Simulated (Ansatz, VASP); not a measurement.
**Two plane-wave programs on Ge**

File INCAR:

```
  PREC = Accurate
  ENCUT = 520
  EDIFF = 1E-7
  ISMEAR = 0
  SIGMA = 0.1
  LREAL = F
  LASPH = T
  NELM = 80
  ALGO = Normal
  ISIF = 2
  LWAVE = F
  LCHARG = F
  LDIPOL = T
  IDIPOL = 3
  DIPOL = 0.5 0.5 0.500
  NBANDS = 21
```

File KPOINTS:

```
regular mesh
0
Gamma
  12 12 1
```

POSCAR

```
Ge
1.0
    4.0850000000      0.0000000000      0.0000000000
   -2.0425000000      3.5377137745      0.0000000000
    0.0000000000      0.0000000000     28.0000000000
Ge
2
Direct
    0.3333333333      0.6666666667      0.5153035714
    0.6666666667      0.3333333333      0.4846964286
```

Input for Ansatz:

```yaml
crystal:
  lattice:
    - [4.085, 0.0, 0.0]
    - [-2.0425, 3.5377137745, 0.0]
    - [0.0, 0.0, 28.0]
  atoms:
    - { symbol: Ge, position: [0.3333333333, 0.6666666667, 0.5153035714] }
    - { symbol: Ge, position: [0.6666666667, 0.3333333333, 0.4846964286] }
  periodic: [true, true, false]
basis:
  ecutwfc: 420
kpoints:
  mp_grid: { grid: [12, 12, 1] }
hamiltonian:
  xc: lda
  pseudopotentials: { kind: paw, azcp: { folder: soft_1 } }
scf:
  occupations: { method: gaussian, width: 0.1 }
output:
  forces: true
  stress: true
  eigenvalues: true
```

Alike in both runs: task single point; functional LDA; k mesh 12 × 12 × 1; occupations gaussian, width 0.1 eV; no spin polarisation.

```csv
,VASP,Ansatz
version,VASP 6.6.1,Ansatz 0.2.0
potentials or method,"VASP PAW LDA potentials, release 64 (Ge_d), cutoff 520 eV","scalar-relativistic, plane waves, PAW"
valence electrons in the cell,28,28
```

Ansatz gave:

| Quantity | Value |
| --- | --- |
| gap on the k mesh at the Fermi level (eV) | none |
| rms of the force components (eV/Å) | 0.622 |

Question: What did VASP give for the same quantities?

Answer: gap on the k mesh at the Fermi level (eV): none; rms of the force components (eV/Å): 0.616.

Ansatz warns that its potentials were made for another functional, while VASP's fit it. LDA's correlation is that of Perdew and Zunger in VASP and of Perdew and Wang (1992) in Ansatz. Atom by atom the forces differ by 0.006 eV/Å (rms over components). A gap of «none» marks a metal or a gap that the smearing closes.
